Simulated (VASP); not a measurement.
# ZnS (P6_3mc) in VASP: further runs

The runs below take ZnS through single point, with PBEsol.

Everything below comes from runs of VASP 6.6.1. Logs are shortened: lines on timing, memory, paths and dates and some standing lists are left out, and cuts for length are marked.

### Step 1. The cell of the first run

Symmetry: P6_3mc, No. 186, hexagonal system. The conventional cell has a = 3.892 Å, b = 3.892 Å, c = 17.570 Å, α = 90.00°, β = 90.00°, γ = 120.00°. Zn (site symmetry 3m) has 4 S at 2.20 to 2.36 Å within 2.9 Å. Within 2.7 Å of Zn (site symmetry 3m) lie 4 S at 2.02 to 2.42 Å. Within 2.9 Å of Zn (site symmetry 3m) lie 4 S at 2.19 to 2.36 Å. Within 2.9 Å of S (site symmetry 3m) lie 4 Zn at 2.20 to 2.42 Å. Within 2.7 Å of S (site symmetry 3m) lie 4 Zn at 2.02 to 2.36 Å. Within 2.9 Å of S (site symmetry 3m) lie 4 Zn at 2.19 to 2.36 Å.

### Step 2. Single point, PBEsol

The input, INCAR:

```
SYSTEM = ZnS
PREC     = Accurate       ! precision mode
ENCUT    = 520            ! plane-wave cutoff, eV
EDIFF    = 1E-6           ! SCF threshold, eV
ISMEAR   = 0              ! smearing method
SIGMA    = 0.05           ! smearing width, eV
LREAL    = .FALSE.        ! projectors in reciprocal space
LASPH    = .TRUE.         ! aspherical terms in the spheres
NELM     = 60             ! most SCF steps
ALGO     = Normal         ! electronic algorithm
ISIF     = 2              ! what is computed and relaxed
LWAVE    = .FALSE.        ! write WAVECAR
LCHARG   = .FALSE.        ! write CHGCAR
GGA      = PS             ! functional
NBANDS   = 66             ! bands
```

The input, KPOINTS:

```
Automatic mesh
0
G
  9 9 2
  0 0 0
```

The input, POSCAR:

```
ZnS
1.0
    3.8919133123      0.0000000000      0.0000000000
   -1.9459566561      3.3704957978      0.0000000000
    0.0000000000      0.0000000000     17.5704318396
Zn S
6 6
Direct
    0.0000000000      0.0000000000      0.0000277175
    0.0000000000      0.0000000000      0.5000277175
    0.3333333333      0.6666666667      0.1767974572
    0.6666666667      0.3333333333      0.6767974572
    0.6666666667      0.3333333333      0.3332753580
    0.3333333333      0.6666666667      0.8332753580
    0.0000000000      0.0000000000      0.1251125986
    0.0000000000      0.0000000000      0.6251125986
    0.3333333333      0.6666666667      0.2916367831
    0.6666666667      0.3333333333      0.7916367831
    0.6666666667      0.3333333333      0.4581259436
    0.3333333333      0.6666666667      0.9581259436
```

Potentials or basis: VASP PAW PBE potentials, release 64 (Zn, S).

Launch:

```bash
> cat potpaw_PBE.64/Zn/POTCAR potpaw_PBE.64/S/POTCAR > POTCAR
> mpirun -np 1 vasp_std > vasp.out
```

OUTCAR:

```text
SYSTEM = ZnS
   PREC = Accurate
   ENCUT = 520
   EDIFF = 1E-6
   ISMEAR = 0
   LREAL = .FALSE.
   LASPH = .TRUE.
   NELM = 60
   ISIF = 2
   GGA = PS

 ion  position               nearest neighbor table
   1  0.000  0.000  0.000-   7 2.20  12 2.36  12 2.36  12 2.36
   2  0.000  0.000  0.500-   8 2.20  11 2.36  11 2.36  11 2.36
   3  0.333  0.667  0.177-   9 2.02   7 2.42   7 2.42   7 2.42
   4  0.667  0.333  0.677-  10 2.02   8 2.42   8 2.42   8 2.42
   5  0.667  0.333  0.333-  11 2.19   9 2.36   9 2.36   9 2.36
   6  0.333  0.667  0.833-  12 2.19  10 2.36  10 2.36  10 2.36
   7  0.000  0.000  0.125-   1 2.20   3 2.42   3 2.42   3 2.42
   8  0.000  0.000  0.625-   2 2.20   4 2.42   4 2.42   4 2.42
   9  0.333  0.667  0.292-   3 2.02   5 2.36   5 2.36   5 2.36
  10  0.667  0.333  0.792-   4 2.02   6 2.36   6 2.36   6 2.36
  11  0.667  0.333  0.458-   5 2.19   2 2.36   2 2.36   2 2.36
  12  0.333  0.667  0.958-   6 2.19   1 2.36   1 2.36   1 2.36

  LATTYP: Found a hexagonal cell.
 ALAT       =     3.8919133123
 C/A-ratio  =     4.5146000000

  Lattice vectors:

 A1 = (   3.8919133123,   0.0000000000,   0.0000000000)
 A2 = (  -1.9459566561,   3.3704957978,   0.0000000000)
 A3 = (   0.0000000000,   0.0000000000,  17.5704318396)

Analysis of symmetry for initial positions (statically):
=====================================================================
 Subroutine PRICEL returns:
 Original cell was already a primitive cell.

 Routine SETGRP: Setting up the symmetry group for a
 hexagonal supercell.

 Subroutine GETGRP returns: Found 12 space group operations
 (whereof  6 operations were pure point group operations)
 out of a pool of 24 trial point group operations.

The static configuration has the point symmetry C_3v.
 The point group associated with its full space group is C_6v.

Analysis of symmetry for dynamics (positions and initial velocities):
=====================================================================
 Subroutine PRICEL returns:
 Original cell was already a primitive cell.

 Routine SETGRP: Setting up the symmetry group for a
 hexagonal supercell.

 Subroutine GETGRP returns: Found 12 space group operations
 (whereof  6 operations were pure point group operations)
 out of a pool of 24 trial point group operations.

The dynamic configuration has the point symmetry C_3v.
 The point group associated with its full space group is C_6v.

 Subroutine INISYM returns: Found 12 space group operations
 (whereof  6 operations are pure point group operations),
 and found     1 'primitive' translations

----------------------------------------------------------------------------------------

                                     Primitive cell

  volume of cell :     230.4833

  direct lattice vectors                    reciprocal lattice vectors
     3.891913312  0.000000000  0.000000000     0.256943030  0.148346128  0.000000000
    -1.945956656  3.370495798  0.000000000     0.000000000  0.296692255  0.000000000
     0.000000000  0.000000000 17.570431840     0.000000000  0.000000000  0.056913798

  length of vectors
     3.891913312  3.891913312 17.570431840     0.296692255  0.296692255  0.056913798

  position of ions in fractional coordinates (direct lattice)
     0.000000000  0.000000000  0.000027717
     0.000000000  0.000000000  0.500027717
     0.333333333  0.666666667  0.176797457
     0.666666667  0.333333333  0.676797457
     0.666666667  0.333333333  0.333275358
     0.333333333  0.666666667  0.833275358
     0.000000000  0.000000000  0.125112599
     0.000000000  0.000000000  0.625112599
     0.333333333  0.666666667  0.291636783
     0.666666667  0.333333333  0.791636783
     0.666666667  0.333333333  0.458125944
     0.333333333  0.666666667  0.958125944

  ion indices of the primitive-cell ions
   primitive index   ion index
                 1           1
                 2           2
                 3           3
                 4           4
                 5           5
                 6           6
                 7           7
                 8           8
                 9           9
                10          10
                11          11
                12          12

----------------------------------------------------------------------------------------

 KPOINTS: Automatic mesh

Automatic generation of k-mesh.
 Grid dimensions read from file:
 generate k-points for:    9    9    2

 Generating k-lattice:

  Cartesian coordinates                     Fractional coordinates (reciprocal lattice)
     0.028549226  0.016482903  0.000000000     0.111111111  0.000000000  0.000000000
     0.000000000  0.032965806  0.000000000     0.000000000  0.111111111  0.000000000
     0.000000000  0.000000000  0.028456899     0.000000000  0.000000000  0.500000000

  Length of vectors
     0.032965806  0.032965806  0.028456899

  Shift w.r.t. Gamma in fractional coordinates (k-lattice)
     0.000000000  0.000000000  0.000000000

 Subroutine IBZKPT returns following result:
 ===========================================

 Found     24 irreducible k-points:

 Following reciprocal coordinates:
            Coordinates               Weight
  0.000000  0.000000  0.000000      1.000000
  0.111111 -0.000000  0.000000      6.000000
  0.222222 -0.000000  0.000000      6.000000
  0.333333  0.000000  0.000000      6.000000
  0.444444 -0.000000  0.000000      6.000000
  0.111111  0.111111  0.000000      6.000000
[... 16 lines left out ...]
  0.333333  0.222222  0.500000     12.000000
  0.333333  0.333333  0.500000      2.000000
   k-points           NKPTS =     24   k-points in BZ     NKDIM =     24   number of bands    NBANDS=     66
   number of dos      NEDOS =    301   number of ions     NIONS =     12
   total plane-waves  NPLWV = 126000
   dimension x,y,z NGX =    30 NGY =   30 NGZ =  140
   dimension x,y,z NGXF=    60 NGYF=   60 NGZF=  280
   ions per type =               6   6
   NGX,Y,Z   is equivalent  to a cutoff of  12.81, 12.81, 13.25 a.u.
   NGXF,Y,Z  is equivalent  to a cutoff of  25.63, 25.63, 26.49 a.u.
 SYSTEM =  ZnS
   PREC   = accura    normal or accurate (medium, high low for compatibility)
   ISTART =      0    job   : 0-new  1-cont  2-samecut
   ICHARG =      2    charge: 1-file 2-atom 10-const
   ISPIN  =      1    spin polarized calculation?
   LNONCOLLINEAR =      F non collinear calculations
   LSORBIT =      F    spin-orbit coupling
   LASPH  =      T    aspherical Exc in radial PAW
   ENCUT  =  520.0 eV  38.22 Ry    6.18 a.u.   7.24  7.24 32.67*2*pi/ulx,y,z
   NELM   =     60;   NELMIN=  2; NELMDL= -5     # of ELM steps
   EDIFF  = 0.1E-05   stopping-criterion for ELM
   LREAL  =      F    real-space projection
   EDIFFG = 0.1E-04   stopping-criterion for IOM
   NSW    =      0    number of steps for IOM
   IBRION =     -1    ionic relax: 0-MD 1-quasi-New 2-CG
   NFREE  =      0    steps in history (QN), initial steepest desc. (CG)
   ISIF   =      2    stress and relaxation
   ISYM   =      2    0-nonsym 1-usesym 2-fastsym
   POTIM  = 0.5000    time-step for ionic-motion
   TEBEG  =    0.0;   TEEND  =   0.0 temperature during run
   PSTRESS=    0.0 pullay stress
   NELECT =     108.0000    total number of electrons
   NUPDOWN=      -1.0000    fix difference up-down
   EMIN   =  10.00;   EMAX   =-10.00  energy-range for DOS
   EFERMI =   0.00;   METHOD = LEGACY
   ISMEAR =     0;   SIGMA  =   0.05  broadening in eV -4-tet -1-fermi 0-gaus
   EFERMI_NEDOS =   21; number of points for ismear=-14 and -15
   IALGO  =     38    algorithm
   IMIX   =      4    mixing-type and parameters
     AMIX     =   0.40;   BMIX     =  1.00
     AMIX_MAG =   1.60;   BMIX_MAG =  1.00
  volume/ion in A,a.u.               =      19.21       129.61
  Fermi-wavevector in a.u.,A,eV,Ry     =   1.271558  2.402897 21.998724  1.616861
  Thomas-Fermi vector in A             =   2.404485
   LORBIT       =      0    0 simple, 1 ext, 2 COOP (PROOUT), +10 PAW based schemes
   GGA     = PS    functional components
   LHFCALC =     F    Hartree Fock is set to
   AEXX    =    0.0000 exact exchange contribution
   IVDW    =     0    specifies the selected vdW correction
   LEPSILON=     F    determine dielectric tensor
   LRPA    =     F    only Hartree local field effects (RPA)
 non-spin polarized calculation
 Gauss-broadening in eV      SIGMA  =   0.05
  energy-cutoff  :      520.00
  volume of cell :      230.48
 maximum number of plane-waves:      6240
 NGX is ok and might be reduce to    30
   NGX = 15   NGY = 15   NGZ = 65

 number of electron     107.9999968 magnetization

 Free energy of the ion-electron system (eV)
  ---------------------------------------------------
  ext. energy  EPLUGINS =         0.00000000
  ---------------------------------------------------
  free energy    TOTEN  =       -44.21167314 eV

  energy without entropy =      -44.21167314  energy(sigma->0) =      -44.21167314

 E-fermi :   2.5402     XC(G=0):  -9.9629

 val. band max:        2.3195812983   @ k =   0.0000   0.0000   0.0000
 cond. band min:       4.2785074355   @ k =   0.0000   0.0000   0.0000
 fundamental gap:      1.9589261372
 Fermi energy:         2.5402322328

 k-point     1 :       0.0000    0.0000    0.0000
  band No.  band energies     occupation
      1     -11.3111      2.00000
      2     -11.2307      2.00000
      3     -10.6962      2.00000
      4     -10.4735      2.00000
      5      -9.9531      2.00000
      6      -9.7963      2.00000
[... 58 lines left out ...]
     65       8.6541      0.00000
     66       8.6692      0.00000

 k-point     2 :       0.1111   -0.0000    0.0000
  band No.  band energies     occupation
      1     -11.2380      2.00000
      2     -11.1633      2.00000
      3     -10.6274      2.00000
      4     -10.4222      2.00000
      5      -9.9039      2.00000
      6      -9.7616      2.00000
[... 1576 lines left out ...]
     65       8.8401      0.00000
     66       8.8401      0.00000

------------------------ aborting loop because EDIFF is reached ----------------------------------------

  FORCE on cell =-STRESS in cart. coord.  units (eV):
  Direction    XX          YY          ZZ          XY          YZ          ZX
  --------------------------------------------------------------------------------------
  -------------------------------------------------------------------------------------
  Total       -5.7737020     -5.7737020     23.4948585     -0.0000000      0.0000000      0.0000000
  in kB      -40.1352122    -40.1352122    163.3217525     -0.0000000      0.0000000      0.0000000
  external PRESSURE =      27.6837760 kB  Pullay stress =       0.0000000 kB

 VOLUME and BASIS-vectors are now :
 -----------------------------------------------------------------------------
  energy-cutoff  :      520.00
  volume of cell :      230.48
      direct lattice vectors                 reciprocal lattice vectors
     3.891913312  0.000000000  0.000000000     0.256943030  0.148346128  0.000000000
    -1.945956656  3.370495798  0.000000000     0.000000000  0.296692255  0.000000000
     0.000000000  0.000000000 17.570431840     0.000000000  0.000000000  0.056913798

 POSITION                                       TOTAL-FORCE (eV/Angst)
 -----------------------------------------------------------------------------------
      0.00000      0.00000      0.00049        -0.000000      0.000000     -0.622368
      0.00000      0.00000      8.78570         0.000000     -0.000000     -0.622368
     -0.00000      2.24700      3.10641        -0.000000      0.000000     -3.922845
      1.94596      1.12350     11.89162        -0.000000      0.000000     -3.922845
      1.94596      1.12350      5.85579         0.000000     -0.000000     -0.617046
     -0.00000      2.24700     14.64101        -0.000000      0.000000     -0.617046
      0.00000      0.00000      2.19828         0.000000      0.000000      1.197957
      0.00000      0.00000     10.98350        -0.000000      0.000000      1.197957
     -0.00000      2.24700      5.12418         0.000000     -0.000000      3.269989
      1.94596      1.12350     13.90940        -0.000000      0.000000      3.269989
      1.94596      1.12350      8.04947        -0.000000     -0.000000      0.694313
     -0.00000      2.24700     16.83469        -0.000000      0.000000      0.694313
 -----------------------------------------------------------------------------------
    total drift:                               -0.000001     -0.000003      0.000508

  FREE ENERGIE OF THE ION-ELECTRON SYSTEM (eV)
  ---------------------------------------------------
  free  energy   TOTEN  =       -44.2116731441 eV

  energy  without entropy=      -44.2116731441  energy(sigma->0) =      -44.21167314
```

Wall time 12 min (1 thread of Oxide Virtual Turin-like, shared host); peak memory 0.45 GiB.

What came out:

```yaml
Free_energy: -44.2117 eV
Pressure: 2.8 GPa
Largest_force: 3.923 eV/Å
Band_gap_on_the_k_mesh: 1.96 eV
```

Forces on the atoms (eV/Å):
```
Zn   0.000  0.000 -0.622
Zn   0.000  0.000 -0.622
Zn   0.000  0.000 -3.923
Zn   0.000  0.000 -3.923
Zn   0.000  0.000 -0.617
Zn   0.000  0.000 -0.617
S    0.000  0.000  1.198
S    0.000  0.000  1.198
S    0.000  0.000  3.270
S    0.000  0.000  3.270
S    0.000  0.000  0.694
S    0.000  0.000  0.694
```

Levels at points of the mesh, in eV from the valence-band top:
```csv
k point,band 52,band 53,band 54,band 55,band 56,band 57
"(0.00, 0.00, 0.00)",-0.03,-0.03,0.00,1.96,2.58,2.81
"(0.00, 0.00, 0.50)",-0.12,-0.12,-0.12,2.35,2.35,2.77
```

Caveat: the cell differs from its parent crystal (atoms shifted along a free coordinate, c/a of the conventional cell at fixed volume 4.5146); the stress differs along the axes, from -4 to 16 GPa; the PAW data sets were made with another functional, which shifts forces and pressure a little.

### Step 3. Single point, PBEsol (19.21 Å³/atom, c/a of the conventional cell at fixed volume 4.5146)

The input, INCAR:

```
PREC     = Accurate       # precision mode
ENCUT    = 520            # plane-wave cutoff, eV
EDIFF    = 1E-6           # SCF threshold, eV
ISMEAR   = 0              # smearing method
SIGMA    = 0.05           # smearing width, eV
LREAL    = F              # projectors in reciprocal space
LASPH    = T              # aspherical terms in the spheres
NELM     = 60             # most SCF steps
ALGO     = Normal         # electronic algorithm
ISIF     = 2              # what is computed and relaxed
LWAVE    = F              # write WAVECAR
LCHARG   = F              # write CHGCAR
GGA      = PS             # functional
NBANDS   = 66             # bands
```

The input, KPOINTS:

```
Automatic mesh
0
Gamma
  9 9 2
```

POSCAR: that of step 2 with these lines changed.

```diff
@@ -10,4 +10,4 @@
     0.0000000000      0.0000000000      0.5000277175
-    0.3333333333      0.6666666667      0.1767974572
-    0.6666666667      0.3333333333      0.6767974572
+    0.3333333333      0.6666666667      0.1668215992
+    0.6666666667      0.3333333333      0.6668215992
     0.6666666667      0.3333333333      0.3332753580
```

Potentials or basis: VASP PAW PBE potentials, release 64 (Zn, S).

Launch:

```bash
> cat potpaw_PBE.64/Zn/POTCAR potpaw_PBE.64/S/POTCAR > POTCAR
> mpirun -np 1 vasp_std > vasp.out
```

OUTCAR:

```text
PREC = Accurate
   ENCUT = 520
   EDIFF = 1E-6
   ISMEAR = 0
   LREAL = F
   LASPH = T
   NELM = 60
   ISIF = 2
   GGA = PS

 ion  position               nearest neighbor table
   1  0.000  0.000  0.000-   7 2.20  12 2.36  12 2.36  12 2.36
   2  0.000  0.000  0.500-   8 2.20  11 2.36  11 2.36  11 2.36
   3  0.333  0.667  0.167-   9 2.19   7 2.36   7 2.36   7 2.36
   4  0.667  0.333  0.667-  10 2.19   8 2.36   8 2.36   8 2.36
   5  0.667  0.333  0.333-  11 2.19   9 2.36   9 2.36   9 2.36
[... 1886 lines left out ...]

 VOLUME and BASIS-vectors are now :
 -----------------------------------------------------------------------------
  energy-cutoff  :      520.00
  volume of cell :      230.48
      direct lattice vectors                 reciprocal lattice vectors
     3.891913312  0.000000000  0.000000000     0.256943030  0.148346128  0.000000000
    -1.945956656  3.370495798  0.000000000     0.000000000  0.296692255  0.000000000
     0.000000000  0.000000000 17.570431840     0.000000000  0.000000000  0.056913798

 POSITION                                       TOTAL-FORCE (eV/Angst)
 -----------------------------------------------------------------------------------
      0.00000      0.00000      0.00049         0.000000     -0.000000     -0.809776
      0.00000      0.00000      8.78570        -0.000000      0.000000     -0.809776
     -0.00000      2.24700      2.93113        -0.000000      0.000000     -0.823940
      1.94596      1.12350     11.71634         0.000000      0.000000     -0.823940
      1.94596      1.12350      5.85579         0.000000      0.000000     -0.830958
     -0.00000      2.24700     14.64101        -0.000000     -0.000000     -0.830958
      0.00000      0.00000      2.19828        -0.000000     -0.000000      0.830243
      0.00000      0.00000     10.98350         0.000000      0.000000      0.830243
     -0.00000      2.24700      5.12418         0.000000      0.000000      0.832652
      1.94596      1.12350     13.90940        -0.000000      0.000000      0.832652
      1.94596      1.12350      8.04947         0.000000      0.000000      0.801778
     -0.00000      2.24700     16.83469        -0.000000      0.000000      0.801778
 -----------------------------------------------------------------------------------
    total drift:                               -0.000001     -0.000002     -0.000512

  FREE ENERGIE OF THE ION-ELECTRON SYSTEM (eV)
  ---------------------------------------------------
  free  energy   TOTEN  =       -44.9856163541 eV

  energy  without entropy=      -44.9856163541  energy(sigma->0) =      -44.98561635
```

stdout:

```text
POSCAR found type information on POSCAR ZnS
 POSCAR found :  2 types and      12 ions
 scaLAPACK will be used
 -----------------------------------------------------------------------------
|                                                                             |
|                                                                             |
|     You enforced a specific xc type in the INCAR file but a different       |
|     I HOPE YOU KNOW WHAT YOU ARE DOING!                                     |
|                                                                             |
 -----------------------------------------------------------------------------

 LDA part: xc-table for (Slater+PW92), standard interpolation
 POSCAR, INCAR and KPOINTS ok, starting setup
 FFT: planning ... GRIDC
 FFT: planning ... GRID_SOFT
 FFT: planning ... GRID
 WAVECAR not read
 entering main loop
```

Run time: 15 min. Hardware: 1 thread of Oxide Virtual Turin-like, shared host; peak memory 0.45 GiB.

Results:

```yaml
Free_energy: -44.9856 eV
Pressure: 1.3 GPa
Largest_force: 0.833 eV/Å
Band_gap_on_the_k_mesh: 1.96 eV
```

Forces on the atoms (eV/Å):
```
Zn   0.000  0.000 -0.810
Zn   0.000  0.000 -0.810
Zn   0.000  0.000 -0.824
Zn   0.000  0.000 -0.824
Zn   0.000  0.000 -0.831
Zn   0.000  0.000 -0.831
S    0.000  0.000  0.830
S    0.000  0.000  0.830
S    0.000  0.000  0.833
S    0.000  0.000  0.833
S    0.000  0.000  0.802
S    0.000  0.000  0.802
```

Stress tensor (GPa, compression positive):
```
-3.39  0.00  0.00
 0.00 -3.39  0.00
 0.00  0.00 10.62
```

Caveat: the cell differs from its parent crystal (c/a of the conventional cell at fixed volume 4.5146); the stress differs along the axes, from -3 to 11 GPa; the PAW data sets were made with another functional, which shifts forces and pressure a little.
